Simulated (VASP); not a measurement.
Runs of VASP 6.6.1 on SiGe. The structure is that of space group P6_3mc (No. 186), or close to it. The cells are those of the table. 

```tsv
task	cell	cutoff (eV)	gap on the mesh (eV)	pressure (GPa)	largest force (eV/Å)
single point	a = 3.943, b = 3.943, c = 6.415 Å, angles 90.0, 90.0, 120.0°, 4 atoms	520	0.56	-1.1	0.15
relaxation of shape and atoms at fixed volume	relaxed from a = 3.982, b = 3.982, c = 6.576 Å, angles 90.0, 90.0, 120.0°, 4 atoms	600	0.59	-4.3	0.01
single point	a = 3.982, b = 3.982, c = 6.576 Å, angles 90.0, 90.0, 120.0°, 4 atoms	520	0.59	(b)	-
single point	a = 3.904, b = 3.904, c = 6.454 Å, angles 90.0, 90.0, 120.0°, 4 atoms	520	0.66	(c)	-
single point	a = 4.033, b = 4.033, c = 6.655 Å, angles 90.0, 90.0, 120.0°, 4 atoms	520	0.48	-6.5	0.01
single point	a = 3.944, b = 3.944, c = 6.513 Å, angles 90.0, 90.0, 120.0°, 4 atoms	520	0.68	(a)	0.01
single point	a = 3.865, b = 3.865, c = 6.471 Å, angles 90.0, 90.0, 120.0°, 4 atoms	520	0.68	1.5	-
single point	a = 3.865, b = 3.865, c = 6.492 Å, angles 90.0, 90.0, 120.0°, 4 atoms	520	0.71	1.2	0.16
relaxation of shape and atoms at fixed volume	relaxed from a = 4.032, b = 4.032, c = 6.658 Å, angles 90.0, 90.0, 120.0°, 4 atoms	600	0.49	-6.5	-
```

Alike in all rows: level r2SCAN; potentials or basis VASP PAW PBE potentials, release 64 (Si, Ge_d); no spin polarisation; k mesh 12 × 12 × 4; smearing gaussian 0.02 eV.

**Question.** Fill in the values left out.

**Answer.** (a) -2.4; (b) -4.4; (c) -0.1.

Caveats: the PAW data sets were made with another functional, which shifts forces and pressure a little; the cell stands under tension (at least some runs); the relaxation stopped at its first step, so nothing moved (at least some runs).

A k mesh can miss the band edges, and the runs leave out spin-orbit coupling on Ge.
